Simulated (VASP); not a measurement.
Crystal: KI.

```xyz
2
Lattice="4.2911 0.0000 0.0000 0.0000 4.2911 0.0000 0.0000 0.0000 4.2911" Properties=species:S:1:pos:R:3 pbc="T T T"
K     0.0000    0.0000    0.0000
I     2.1455    2.1455    2.1455
```

Base run:

```yaml
Program: VASP 6.6.1
Functional: HSE06
Potentials_or_basis: VASP PAW PBE potentials, release 64 (K_sv, I)
Cutoff: 520 eV
k_mesh: 4 × 4 × 4
Occupations: gaussian, width 0.01 eV
Spin: no spin polarisation
```

Its results: band gap on the k mesh 4.30 eV, indirect (least direct gap 4.69 eV); pressure 0.3 GPa.

Task: After a change of settings the same cell gave: band gap on the k mesh 4.04 eV, indirect (least direct gap 4.41 eV); pressure 0.1 GPa. Which change was it?
A. functional from HSE06 to PBE; further incar settings from ALGO = Normal; EDIFF = 1e-06; NBANDS = 15 to ALGO = Normal; EDIFF = 1e-07; NBANDS = 15
B. functional from HSE06 to LDA; potentials or basis from VASP PAW PBE potentials, release 64 (K_sv, I) to VASP PAW LDA potentials, release 64 (K_sv, I)
C. functional from HSE06 to r2SCAN

Result: C.

HSE06 gives the wider gap, since exact exchange removes part of the self-interaction.

Caveats: the PAW data sets were made with another functional, which shifts forces and pressure a little; spin-orbit coupling is left out, which moves the levels of the heavy elements.
